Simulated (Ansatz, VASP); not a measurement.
Ru in VASP and in Ansatz

Contents of INCAR:

```
SYSTEM = Ru
PREC     = Accurate       ! precision mode
ENCUT    = 520            ! plane-wave cutoff, eV
EDIFF    = 1E-6           ! SCF threshold, eV
ISMEAR   = -1             ! smearing method
SIGMA    = 0.1            ! smearing width, eV
LREAL    = .FALSE.        ! projectors in reciprocal space
LASPH    = .TRUE.         ! aspherical terms in the spheres
NELM     = 100            ! most SCF steps
ALGO     = Normal         ! electronic algorithm
ISIF     = 2              ! what is computed and relaxed
LWAVE    = .FALSE.        ! write WAVECAR
LCHARG   = .TRUE.         ! write CHGCAR
GGA      = PE             ! functional
LELF     = .TRUE.         ! ELF
LVHAR    = .TRUE.       
NBANDS   = 13             ! bands
```

KPOINTS

```
regular mesh
0
G
  15 15 15
  0 0 0
```

POSCAR

```
Ru
1.0
    2.3320440663      0.0000000000      0.0000000000
    0.0000000000      2.3320440663      0.0000000000
    0.0000000000      0.0000000000      2.3320440663
Ru
1
Direct
    0.0000000000      0.0000000000      0.0000000000
```

Input for Ansatz:

```yaml
crystal:
  lattice:
    - [2.3320440663, 0.0, 0.0]
    - [0.0, 2.3320440663, 0.0]
    - [0.0, 0.0, 2.3320440663]
  atoms:
    - { symbol: Ru, position: [0.0, 0.0, 0.0] }
kpoints:
  mp_grid: { grid: [15, 15, 15] }
scf:
  occupations: { method: fermi_dirac, width: 0.1 }
hamiltonian:
  xc: pbe
  pseudopotentials: { kind: all_electron, lapw: { basis_error: 0.001 } }
output:
  forces: true
  stress: true
  eigenvalues: true
  populations: true
```

Change from the starting cell: volume scaled by 0.8, LAPW.

Alike in both runs: task single point; functional PBE; k mesh 15 × 15 × 15; occupations fermi-dirac, width 0.1 eV; no spin polarisation.

|  | VASP | Ansatz |
| --- | --- | --- |
| version | VASP 6.6.1 | Ansatz 0.2.0 |
| potentials or method | VASP PAW PBE potentials, release 64 (Ru_pv), cutoff 520 eV | all-electron LAPW, scalar-relativistic |

```csv
,VASP,Ansatz,Ansatz less VASP
pressure (GPa),83.6,82.6,-1.02
```

Both programs put the cell under a high pressure, so it lies far from rest at this level. Ansatz ran all-electron here, and VASP with PAW potentials.

Noted on VASP's run: the cell as given lies far from equilibrium.
